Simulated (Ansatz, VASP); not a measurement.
# AlN: VASP beside Ansatz

Contents of INCAR:

```
SYSTEM = AlN
PREC = Accurate ; ENCUT = 520
EDIFF = 1E-6 ; ISMEAR = 0
SIGMA = 0.05 ; LREAL = .FALSE.
LASPH = .TRUE. ; NELM = 60
ALGO = Normal ; ISIF = 2
LWAVE = .FALSE. ; LCHARG = .FALSE.
GGA = PE ; NBANDS = 26
```

File KPOINTS:

```
regular mesh
0
G
  6 6 6
  0 0 0
```

POSCAR

```
AlN
1.0
    4.4031742088      0.0000000000      0.0000000000
    0.0000000000     -4.4031742088      0.0000000000
    0.0000000000      0.0000000000     -4.4031742088
Al N
4 4
Direct
    0.0000000000      0.0000000000      0.0000000000
    0.5000000000      0.5000000000      0.0000000000
    0.5000000000      0.0000000000      0.5000000000
    0.0000000000      0.5000000000      0.5000000000
    0.8463541410      0.8463541410      0.7500000000
    0.2500000000      0.2500000000      0.7500000000
    0.2500000000      0.7500000000      0.2500000000
    0.7500000000      0.2500000000      0.2500000000
```

Input for Ansatz:

```yaml
crystal:
  lattice:
    - [4.4031742011, 0.0, 0.0]
    - [0.0, -4.4031742011, 0.0]
    - [0.0, 0.0, -4.4031742011]
  atoms:
    - { symbol: Al, position: [0.5, 0.5, 1.0] }
    - { symbol: Al, position: [0.0, 0.0, 1.0] }
    - { symbol: Al, position: [0.0, 0.5, 0.5] }
    - { symbol: Al, position: [0.5, 0.0, 0.5] }
    - { symbol: "N", position: [0.8463541412, 0.8463541412, 0.75] }
    - { symbol: "N", position: [0.25, 0.25, 0.75] }
    - { symbol: "N", position: [0.25, 0.75, 0.25] }
    - { symbol: "N", position: [0.75, 0.25, 0.25] }
basis:
  ecutwfc: 420
kpoints:
  mp_grid: { grid: [6, 6, 6] }
hamiltonian:
  xc: pbe
scf:
  occupations: { method: gaussian, width: 0.05 }
output:
  forces: true
  stress: true
  eigenvalues: true
```

Alike in both runs: task single point; functional PBE; k mesh 6 × 6 × 6; occupations gaussian, width 0.05 eV; no spin polarisation.

|  | VASP | Ansatz |
| --- | --- | --- |
| version | VASP 6.6.1 | Ansatz 0.2.0 |
| potentials or method | VASP PAW PBE potentials, release 64 (Al, N), cutoff 520 eV | scalar-relativistic, plane waves, PAW |
| valence electrons in the cell | 32 | 32 |

|  | VASP | Ansatz | Ansatz less VASP |
| --- | --- | --- | --- |
| gap on the k mesh at the Fermi level (eV) | 2.53 | 2.53 | +0.006 |
| least direct gap on the mesh (eV) | 2.53 | 2.54 | +0.006 |
| pressure (GPa) | 13.5 | 13.7 | +0.17 |
| traceless stress, the component that is largest in VASP (GPa) | -13.52 | -13.49 | +0.033 |
| rms of the force components (eV/Å) | 5.431 | 5.419 | -0.0128 |

The functional is the same, so the differences come from potentials, cutoffs and numerics.
